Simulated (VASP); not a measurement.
Cu:

```
CELL_PARAMETERS angstrom
0.00000 1.82500 1.82500
1.82500 0.00000 1.82500
1.82500 1.82500 0.00000
ATOMIC_POSITIONS crystal
Cu 0.00000 0.00000 0.00000
```

| Quantity | Value |
| --- | --- |
| Program | VASP 6.6.1 |
| Task | relaxation of cell and atoms |
| Functional | PBEsol |
| Potentials or basis | VASP PAW PBE potentials, release 64 (Cu_sv_GW) |
| Cutoff | 700 eV |
| k mesh | 10 × 10 × 10 |
| Occupations | gaussian, width 0.1 eV |
| Spin | no spin polarisation |

At the start: pressure -14.5 GPa; volume 12.16 Å³/atom.

Task: How do energy, volume and symmetry change on relaxing?

Result: Over 3 steps the energy falls by 52.9 meV/atom and the volume is 11.10 Å³/atom (-8.7 %); space group Fm-3m (No. 225, to 0.05 Å).

The path:
| step | energy change (eV) | largest force (eV/Å) | pressure (GPa) | volume (Å³) |
| --- | --- | --- | --- | --- |
| 1 | 0.0000 | 0.0000 | -14.47 | 12.16 |
| 2 | -0.0163 | 0.0000 | 16.56 | 10.33 |
| 3 | -0.0529 | 0.0000 | -0.18 | 11.10 |

Final structure:
```
Cu
1.0
     0.00000    1.77026    1.77026
     1.77026    0.00000    1.77026
     1.77026    1.77026    0.00000
Cu
1
Direct
  0.00000 0.00000 0.00000
```

Caveat: the PAW data sets were made with another functional, which shifts forces and pressure a little.
